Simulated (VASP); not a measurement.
# BN (P6_3mc) in VASP: single point with PBEsol

Aim: the single point of BN with PBEsol.

Program: VASP 6.6.1. These are calculated values, not measurements. Logs are shortened: lines on timing, memory, paths and dates and some standing lists are left out, and cuts for length are marked.

## (1) The cell of the first run

It takes space group P6_3mc (No. 186, hexagonal). Conventional cell: a = 2.502 Å, b = 2.502 Å, c = 4.210 Å, α = 90.00°, β = 90.00°, γ = 120.00°. Within 2.1 Å of B (site symmetry 3m) lie 4 N at 1.54 to 1.57 Å. N (site symmetry 3m) has 4 B at 1.54 to 1.57 Å within 2.1 Å.

## (2) Single point, PBEsol, non-collinear spin, zero start, spin-orbit coupling

INCAR

```
SYSTEM = BN
PREC     = Accurate       ! precision mode
ENCUT    = 520            ! plane-wave cutoff, eV
EDIFF    = 1E-6           ! SCF threshold, eV
ISMEAR   = 0              ! smearing method
SIGMA    = 0.01           ! smearing width, eV
LREAL    = .FALSE.        ! projectors in reciprocal space
LASPH    = .TRUE.         ! aspherical terms in the spheres
NELM     = 150            ! most SCF steps
ALGO     = Normal         ! electronic algorithm
ISIF     = 2              ! what is computed and relaxed
LWAVE    = .FALSE.        ! write WAVECAR
LCHARG   = .FALSE.        ! write CHGCAR
LNONCOLLINEAR= .TRUE.         ! non-collinear magnetism
MAGMOM   = 0 0 0 0 0 0 0 0 0 0 0 0 ! initial moments
LORBIT   = 11             ! projections on sites
LSORBIT  = .TRUE.         ! spin-orbit coupling
GGA_COMPAT= .FALSE.      
LORBMOM  = .TRUE.       
GGA      = PS             ! functional
NBANDS   = 30             ! bands
```

KPOINTS

```
regular mesh
0
G
  9 9 6
  0 0 0
```

POSCAR

```
BN
1.0
    2.5024521521      0.0000000000      0.0000000000
   -1.2512260760      2.1671871355      0.0000000000
    0.0000000000      0.0000000000      4.2100964423
B N
2 2
Direct
    0.3333333333      0.6666666667      0.0000745354
    0.6666666667      0.3333333333      0.5000745354
    0.3333333333      0.6666666667      0.3739254646
    0.6666666667      0.3333333333      0.8739254646
```

Potentials or basis: VASP PAW PBE potentials, release 64 (B, N).

Launch:

```
cat potpaw_PBE.64/B/POTCAR potpaw_PBE.64/N/POTCAR > POTCAR
mpirun -np 1 vasp_ncl > vasp.out
```

OUTCAR:

```text
SYSTEM = BN
   PREC = Accurate
   ENCUT = 520
   EDIFF = 1E-6
   ISMEAR = 0
   LREAL = .FALSE.
   LASPH = .TRUE.
   NELM = 150
   ISIF = 2
   LNONCOLLINEAR = .TRUE.
   LORBIT = 11
   LSORBIT = .TRUE.
   GGA = PS

 ion  position               nearest neighbor table
   1  0.333  0.667  0.000-   4 1.54   4 1.54   4 1.54   3 1.57
   2  0.667  0.333  0.500-   3 1.54   3 1.54   3 1.54   4 1.57
   3  0.333  0.667  0.374-   2 1.54   2 1.54   2 1.54   1 1.57
   4  0.667  0.333  0.874-   1 1.54   1 1.54   1 1.54   2 1.57

  LATTYP: Found a hexagonal cell.
 ALAT       =     2.5024521521
 C/A-ratio  =     1.6823883880

  Lattice vectors:

 A1 = (   2.5024521521,   0.0000000000,   0.0000000000)
 A2 = (  -1.2512260760,   2.1671871355,   0.0000000000)
 A3 = (   0.0000000000,   0.0000000000,   4.2100964423)

Analysis of symmetry for initial positions (statically):
=====================================================================
 Subroutine PRICEL returns:
 Original cell was already a primitive cell.

 Routine SETGRP: Setting up the symmetry group for a
 hexagonal supercell.

 Subroutine GETGRP returns: Found 12 space group operations
 (whereof  6 operations were pure point group operations)
 out of a pool of 24 trial point group operations.

The static configuration has the point symmetry C_3v.
 The point group associated with its full space group is C_6v.

Analysis of symmetry for dynamics (positions and initial velocities):
=====================================================================
 Subroutine PRICEL returns:
 Original cell was already a primitive cell.

 Routine SETGRP: Setting up the symmetry group for a
 hexagonal supercell.

 Subroutine GETGRP returns: Found 12 space group operations
 (whereof  6 operations were pure point group operations)
 out of a pool of 24 trial point group operations.

The dynamic configuration has the point symmetry C_3v.
 The point group associated with its full space group is C_6v.

Analysis of structural, dynamic, and magnetic symmetry:
=====================================================================
 Subroutine PRICEL returns:
 Original cell was already a primitive cell.

 Routine SETGRP: Setting up the symmetry group for a
 hexagonal supercell.

 Subroutine GETGRP returns: Found 12 space group operations
 (whereof  6 operations were pure point group operations)
 out of a pool of 24 trial point group operations.

The overall configuration has the point symmetry C_3v.
 The point group associated with its full space group is C_6v.

 Subroutine INISYM returns: Found 12 space group operations
[... 931 lines left out ...]
      1.25123      0.72240      3.67931         0.000000     -0.000000     -0.009954
 -----------------------------------------------------------------------------------
    total drift:                               -0.000000      0.000000     -0.000347

  FREE ENERGIE OF THE ION-ELECTRON SYSTEM (eV)
  ---------------------------------------------------
  free  energy   TOTEN  =       -36.5837181743 eV

  energy  without entropy=      -36.5837181743  energy(sigma->0) =      -36.58371817

 orbital moment (x)

 # of ion     p       tot
 --------------------------------
  1        -0.000  -0.000
  2         0.000   0.000
  3        -0.000  -0.000
  4         0.000   0.000
 --------------------------------
           -0.000  -0.000

 orbital moment (y)

 # of ion     p       tot
 --------------------------------
  1         0.000   0.000
  2        -0.000  -0.000
  3        -0.000  -0.000
  4         0.000   0.000
 --------------------------------
            0.000   0.000

 orbital moment (z)

 # of ion     p       tot
 --------------------------------
  1         0.000   0.000
  2        -0.000  -0.000
  3         0.000   0.000
  4         0.000   0.000
 --------------------------------
            0.000   0.000

 Spin-Orbit-Coupling matrix elements

 Ion:    1  E_soc:     -0.0000029
 l=   1
     0.0000000    -0.0000005    -0.0000005
    -0.0000005     0.0000000    -0.0000005
    -0.0000005    -0.0000005     0.0000000
 l=   2
     0.0000000     0.0000000     0.0000000     0.0000000     0.0000000
     0.0000000     0.0000000     0.0000000     0.0000000     0.0000000
     0.0000000     0.0000000     0.0000000     0.0000000     0.0000000
     0.0000000     0.0000000     0.0000000     0.0000000     0.0000000
     0.0000000     0.0000000     0.0000000     0.0000000     0.0000000
 l=   3
     0.0000000     0.0000000     0.0000000     0.0000000     0.0000000     0.0000000     0.0000000
     0.0000000     0.0000000     0.0000000     0.0000000     0.0000000     0.0000000     0.0000000
     0.0000000     0.0000000     0.0000000     0.0000000     0.0000000     0.0000000     0.0000000
     0.0000000     0.0000000     0.0000000     0.0000000     0.0000000     0.0000000     0.0000000
[... 49 lines left out ...]
 l=   2
     0.0000000     0.0000000     0.0000000     0.0000000     0.0000000
     0.0000000     0.0000000     0.0000000     0.0000000     0.0000000
     0.0000000     0.0000000     0.0000000     0.0000000     0.0000000
     0.0000000     0.0000000     0.0000000     0.0000000     0.0000000
     0.0000000     0.0000000     0.0000000     0.0000000     0.0000000
 l=   3
     0.0000000     0.0000000     0.0000000     0.0000000     0.0000000     0.0000000     0.0000000
     0.0000000     0.0000000     0.0000000     0.0000000     0.0000000     0.0000000     0.0000000
     0.0000000     0.0000000     0.0000000     0.0000000     0.0000000     0.0000000     0.0000000
     0.0000000     0.0000000     0.0000000     0.0000000     0.0000000     0.0000000     0.0000000
     0.0000000     0.0000000     0.0000000     0.0000000     0.0000000     0.0000000     0.0000000
     0.0000000     0.0000000     0.0000000     0.0000000     0.0000000     0.0000000     0.0000000
     0.0000000     0.0000000     0.0000000     0.0000000     0.0000000     0.0000000     0.0000000

 total charge

# of ion       s       p       d       tot
------------------------------------------
    1        0.687   1.407   0.000   2.094
    2        0.687   1.407   0.000   2.094
    3        1.213   2.786   0.000   3.999
    4        1.213   2.786   0.000   3.999
--------------------------------------------------
tot          3.800   8.385   0.000  12.186

 magnetization (x)

# of ion       s       p       d       tot
------------------------------------------
    1        0.000   0.000   0.000   0.000
    2       -0.000   0.000   0.000  -0.000
    3        0.000   0.000   0.000   0.000
    4        0.000  -0.000   0.000  -0.000
--------------------------------------------------
tot          0.000   0.000   0.000   0.000

 magnetization (y)

# of ion       s       p       d       tot
------------------------------------------
    1        0.000   0.000   0.000   0.000
    2        0.000   0.000   0.000   0.000
    3       -0.000   0.000   0.000  -0.000
    4        0.000   0.000   0.000   0.000
--------------------------------------------------
tot         -0.000   0.000   0.000  -0.000

 magnetization (z)

# of ion       s       p       d       tot
------------------------------------------
    1       -0.000   0.000   0.000  -0.000
    2       -0.000   0.000   0.000  -0.000
    3        0.000  -0.000   0.000   0.000
    4        0.000  -0.000   0.000   0.000
--------------------------------------------------
tot         -0.000   0.000   0.000  -0.000
```

OSZICAR:

```text
N       E                     dE             d eps       ncg     rms          rms(c)
DAV:   1     0.489330365462E+02    0.48933E+02   -0.82699E+03  4320   0.105E+03
DAV:   2    -0.354420578763E+02   -0.84375E+02   -0.79931E+02  5456   0.263E+02
DAV:   3    -0.385871736862E+02   -0.31451E+01   -0.31251E+01  5848   0.459E+01
DAV:   4    -0.386014841826E+02   -0.14310E-01   -0.14296E-01  5394   0.329E+00
DAV:   5    -0.386015684300E+02   -0.84247E-04   -0.84227E-04  5436   0.236E-01    0.957E+00
DAV:   6    -0.368101888161E+02    0.17914E+01   -0.26655E+00  5296   0.139E+01    0.465E+00
DAV:   7    -0.366271980588E+02    0.18299E+00   -0.32330E-01  5162   0.456E+00    0.276E+00
DAV:   8    -0.365851397783E+02    0.42058E-01   -0.57599E-02  5014   0.196E+00    0.264E-01
DAV:   9    -0.365836334404E+02    0.15063E-02   -0.28734E-03  5176   0.577E-01    0.132E-01
DAV:  10    -0.365837217409E+02   -0.88300E-04   -0.31817E-04  5326   0.144E-01    0.291E-02
DAV:  11    -0.365837163526E+02    0.53882E-05   -0.27088E-05  5372   0.467E-02    0.109E-02
DAV:  12    -0.365837177657E+02   -0.14130E-05   -0.23008E-06  5074   0.135E-02    0.786E-03
DAV:  13    -0.365837181743E+02   -0.40866E-06   -0.61904E-07  3672   0.721E-03
   1 F= -.36583718E+02 E0= -.36583718E+02  d E =-.659451E-64  mag=    -0.0000     0.0000     0.0000
```

Wall time 70 s (1 thread of Intel Xeon Platinum 8488C (Sapphire Rapids), shared host); peak memory 0.22 GiB.

Results:

```yaml
Free_energy: -36.5837 eV
Pressure: 12.5 GPa
Largest_force: 0.010 eV/Å
Net_moment: 0.00 μB per cell
Valence_electrons_inside_the_program's_atomic_spheres: B 2.09; N 4.00
```

Forces on the atoms (eV/Å):
```
B    0.000  0.000  0.010
B    0.000  0.000  0.010
N    0.000  0.000 -0.010
N    0.000  0.000 -0.010
```

Moments on the atoms (μB; x, y, z):
```
B   0.00 0.00 0.00
B   0.00 0.00 0.00
N   0.00 0.00 0.00
N   0.00 0.00 0.00
```

Caveat: the cell stands under pressure; the PAW data sets were made with another functional, which shifts forces and pressure a little.
